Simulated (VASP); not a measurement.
# Ti: single point with PBE

Crystal: Ti.

```
Ti
1.0
     2.95000    0.00000    0.00000
    -1.47500    2.55477    0.00000
     0.00000    0.00000    4.68600
Ti
2
Direct
  0.33333 0.66667 0.25000
  0.66667 0.33333 0.75000
```

| Property | Result |
| --- | --- |
| Program | VASP 6.6.1 |
| Task | single point |
| Functional | PBE |
| Potentials or basis | VASP PAW PBE potentials, release 64 (Ti_sv) |
| Cutoff | 520 eV |
| k mesh | 18 × 18 × 10 |
| Occupations | gaussian, width 0.15 eV |
| Spin | no spin polarisation |

The pressure is -2.1 GPa. The band gap on the k mesh is zero (band 12 reaches 8.93 eV, above the bottom of band 13 at 7.83 eV).

Stress tensor (GPa, compression positive):
```
-1.92  0.00  0.00
 0.00 -1.92  0.00
 0.00  0.00 -2.39
```

Levels at points of the mesh, in eV from the Fermi level:
```csv
k point,band 8,band 9,band 10,band 11,band 12,band 13,band 14,band 15,band 16,band 17
"(0.00, 0.00, 0.00)",-32.75,-6.17,-2.65,0.70,0.77,0.77,0.86,1.25,1.25,1.61
"(0.50, 0.00, 0.00)",-32.82,-2.32,-2.11,-1.80,-0.63,0.49,0.61,1.14,3.28,3.49
"(0.00, 0.00, 0.50)",-32.80,-4.34,-4.34,0.07,0.07,0.68,0.68,0.68,0.68,2.74
"(0.50, 0.00, 0.50)",-32.90,-2.50,-2.50,-0.80,-0.80,1.29,1.29,1.71,1.71,3.41
```

Run time: 5.9 min on 1 thread of AMD EPYC 7R43 64-Core Processor (Zen 3) (shared host), peak memory 0.2 GiB.
